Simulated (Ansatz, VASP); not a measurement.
Two plane-wave programs on Rb2ZnPdC6N6

```
Rb Zn Pd C N
1.0
     0.00000    5.58568    5.58568
     5.58568    0.00000    5.58568
     5.58568    5.58568    0.00000
Rb Zn Pd C N
2 1 1 6 6
Cartesian
  2.7928 2.7928 2.7928
  8.3785 8.3785 8.3785
  0.0000 0.0000 0.0000
  5.5857 5.5857 5.5857
  2.2139 5.5857 5.5857
  5.5857 2.2139 5.5857
  5.5857 5.5857 2.2139
  8.9574 5.5857 5.5857
  5.5857 8.9574 5.5857
  5.5857 5.5857 8.9574
  3.3857 5.5857 5.5857
  5.5857 3.3857 5.5857
  5.5857 5.5857 3.3857
  7.7857 5.5857 5.5857
  5.5857 7.7857 5.5857
  5.5857 5.5857 7.7857
```

Alike in both runs: task single point; functional PBE; k mesh 4 × 4 × 4; occupations gaussian, width 0.02 eV; collinear spin.

|  | VASP | Ansatz |
| --- | --- | --- |
| version | VASP 6.6.1 | Ansatz 0.2.0 |
| potentials or method | VASP PAW PBE potentials, release 64 (Rb_sv, Zn, Pd, C, N), cutoff 520 eV | scalar-relativistic, plane waves, PAW |
| valence electrons in the cell | 94 | 102 |

|  | VASP | Ansatz | Ansatz less VASP |
| --- | --- | --- | --- |
| gap on the k mesh at the Fermi level (eV) | 0.90 | 0.93 | +0.027 |
| least direct gap on the mesh (eV) | 0.90 | 0.93 | +0.027 |
| pressure (GPa) | 0.4 | 0.0 | -0.33 |
| rms of the force components (eV/Å) | 0.198 | 0.001 | -0.1970 |
| net moment per atom (μB) | 0.12 | 0.12 | 0.000 |
| size of the moment on the site where the two differ most (μB) | 1.34 | 1.28 | -0.060 |

Site moments also hang on the region over which each program counts them. Atom by atom the forces differ by 0.198 eV/Å (rms over components). One of these differences is far larger than is usual between the two programs; its cause wasn't traced. VASP's potentials hold 94 valence electrons a cell and Ansatz's 102, so a difference there can come from the potentials and not from the codes. Ansatz's warnings: stability check not made.

Noted on VASP's run: the standard files for N, O and F lose accuracy on very short bonds.
